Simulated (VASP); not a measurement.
Write the native input for VASP 6.6.1 that does the following.

```yaml
Task: single point
Functional: PBEsol
Potentials_or_basis: VASP PAW PBE potentials, release 64 (Zn, S)
Cutoff: 520 eV
k_mesh: 12 × 12 × 4
Occupations: gaussian, width 0.05 eV
Spin: no spin polarisation
Dipole_correction: no
Further_INCAR_settings: ALGO = Normal; EDIFF = 1e-07; NBANDS = 46
```

The structure of ZnS lies in POSCAR:

```
ZnS
1.0
    3.7089909262      0.0000000000      0.0000000000
   -1.8544954631      3.2776330250      0.0000000000
    0.0000000000      0.0000000000     12.3926922670
Zn S
4 4
Direct
    0.0000000000      0.0000000000      0.0001423162
    0.0000000000      0.0000000000      0.5001423162
    0.3333333333      0.6666666667      0.2500677721
    0.6666666667      0.3333333333      0.7500677721
    0.0000000000      0.0000000000      0.1872166306
    0.0000000000      0.0000000000      0.6872166306
    0.3333333333      0.6666666667      0.4375732810
    0.6666666667      0.3333333333      0.9375732810
```

This cell differs from its parent crystal: strain -0.0200 x Voigt [1, 0, 0, 0, 0, 0].

These files were run (other wordings do the same):

INCAR

```
  ALGO = Normal
  EDIFF = 1E-7
  ENCUT = 520
  GGA = PS
  ISIF = 2
  ISMEAR = 0
  LASPH = True
  LCHARG = True
  LELF = True
  LREAL = False
  LVHAR = True
  LWAVE = False
  NBANDS = 46
  NELM = 80
  PREC = Accurate
  SIGMA = 0.05
```

KPOINTS

```
k-points
0
Gamma
  12 12 4
```

Potentials or basis: VASP PAW PBE potentials, release 64 (Zn, S).

Launch:

```bash
$ cat potpaw_PBE.64/Zn/POTCAR potpaw_PBE.64/S/POTCAR > POTCAR
$ mpirun -np 1 vasp_std > vasp.out
```

Results of the run:

```json
{
 "Pressure": "1.9 GPa",
 "Largest force": "0.170 eV/Å",
 "Band gap on the k mesh": "2.15 eV"
}
```

Caveat: the cell differs from its parent crystal (strain -0.0200 x Voigt [1, 0, 0, 0, 0, 0]); the PAW data sets were made with another functional, which shifts forces and pressure a little.

Run time: 20 min on 1 thread of Oxide Virtual Turin-like Processor, with other jobs on the host, peak memory 0.69 GiB.
